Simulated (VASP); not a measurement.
Write the native input for VASP 6.6.1 that does the following.

```
Task                   : single point
Functional             : PBEsol
Potentials or basis    : VASP PAW PBE potentials, release 64 (Co, W_sv)
Cutoff                 : 520 eV
k mesh                 : 12 × 12 × 12
Occupations            : gaussian, width 0.15 eV
Spin                   : no spin polarisation
Dipole correction      : no
Further INCAR settings : ALGO = Fast; EDIFF = 1e-07; NBANDS = 34
```

The structure of CoW3 lies in POSCAR:

```
CoW3
1.0
    3.8582449768      0.0000000000      0.0000000000
    0.0000000000      3.8582449768      0.0000000000
    0.0000000000      0.0000000000      3.7617888524
Co W
1 3
Direct
    0.0000000000      0.0000000000      0.0000000000
    0.0000000000      0.5000000000      0.5000000000
    0.5000000000      0.0000000000      0.5000000000
    0.5000000000      0.5000000000      0.0000000000
```

This cell differs from its parent crystal: strain +0.000 along x and y, -0.025 along z.

These files were run (other wordings do the same):

INCAR

```
PREC = Accurate
ENCUT = 520
EDIFF = 1E-7
ISMEAR = 0
SIGMA = 0.15
LREAL = F
LASPH = T
NELM = 60
ALGO = Fast
ISIF = 2
LWAVE = F
LCHARG = F
GGA = PS
NBANDS = 34
```

KPOINTS

```
regular mesh
0
Gamma
  12 12 12
```

Potentials or basis: VASP PAW PBE potentials, release 64 (Co, W_sv).

Command:

```console
$ cat potpaw_PBE.64/Co/POTCAR potpaw_PBE.64/W_sv/POTCAR > POTCAR
$ mpirun -np 1 vasp_std > vasp.out
```

It gave:

```
Pressure               : 8.7 GPa
Band gap on the k mesh : zero (an odd number of electrons rules out a gap without spin polarisation)
```

Caveat: the cell differs from its parent crystal (strain +0.000 along x and y, -0.025 along z); the cell stands under pressure; the PAW data sets were made with another functional, which shifts forces and pressure a little; spin-orbit coupling is left out, which moves the levels of the heavy elements; the run has no spin polarisation, though such a crystal can be magnetic.

Run time: 3.7 min on 1 thread of Intel(R) Xeon(R) 6975P-C (Granite Rapids), on a shared host, peak memory 0.39 GiB.
